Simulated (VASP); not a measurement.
A run of VASP 6.6.1 is set up as follows.

INCAR

```
  PREC = Accurate
  ENCUT = 520
  EDIFF = 1E-6
  ISMEAR = -1
  SIGMA = 0.1
  LREAL = False
  LASPH = True
  NELM = 60
  ALGO = Normal
  ISIF = 2
  LWAVE = False
  LCHARG = False
  NBANDS = 14
```

KPOINTS

```
regular mesh
0
Gamma
  11 11 11
```

The input POSCAR:

```
TiH
1.0
    0.0000000000      2.0896972200      2.0896972200
    2.0896972200      0.0000000000      2.0896972200
    2.0896972200      2.0896972200      0.0000000000
Ti H
1 1
Direct
    0.0000000000      0.0000000000      0.0000000000
    0.5000000000      0.5000000000      0.5000000000
```

Potentials or basis: VASP PAW LDA potentials, release 64 (Ti_sv, H).

Launch:

```bash
$ cat potpaw_LDA.64/Ti_sv/POTCAR potpaw_LDA.64/H/POTCAR > POTCAR
$ mpirun -np 1 vasp_std > vasp.out
```

(1) Estimate the pressure.

(2) Estimate the band gap on the k mesh.

Answers

(1) -7.5 GPa.

(2) zero (an odd number of electrons rules out a gap without spin polarisation).

Caveat: the cell stands under tension.
